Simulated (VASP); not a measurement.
A run of VASP 6.6.1 is set up as follows.

The input INCAR:

```
SYSTEM = NbAs
PREC     = Accurate       ! precision mode
ENCUT    = 500            ! plane-wave cutoff, eV
EDIFF    = 1E-6           ! SCF threshold, eV
ISMEAR   = -1             ! smearing method
SIGMA    = 0.1            ! smearing width, eV
LREAL    = .False.        ! projectors in reciprocal space
LASPH    = .True.         ! aspherical terms in the spheres
NELM     = 120            ! most SCF steps
ALGO     = Normal         ! electronic algorithm
ISIF     = 2              ! what is computed and relaxed
LWAVE    = .False.        ! write WAVECAR
LCHARG   = .False.        ! write CHGCAR
GGA      = PS             ! functional
NBANDS   = 16             ! bands
GGA_COMPAT= .False.
```

Contents of KPOINTS:

```
Automatic mesh
0
Gamma
  13 13 13
  0 0 0
```

Contents of POSCAR:

```
NbAs
1.0
    2.7553081382      0.0000000000      0.0000000000
    0.0000000000      2.7553081382      0.0000000000
    0.0000000000      0.0000000000      2.7553081382
Nb As
1 1
Direct
    0.0000000000      0.0000000000      0.0000000000
    0.5000000000      0.5000000000      0.5000000000
```

Potentials or basis: VASP PAW PBE potentials, release 64 (Nb_sv, As).

Command:

```bash
$ cat potpaw_PBE.64/Nb_sv/POTCAR potpaw_PBE.64/As/POTCAR > POTCAR
$ mpirun -np 1 vasp_std > vasp.out
```

(1) Predict the pressure.

(2) Predict the band gap on the k mesh.

Results:

(1) 200.3 GPa.

(2) zero (band 9 reaches 23.23 eV, above the bottom of band 10 at 16.95 eV).

Caveat: the PAW data sets were made with another functional, which shifts forces and pressure a little.
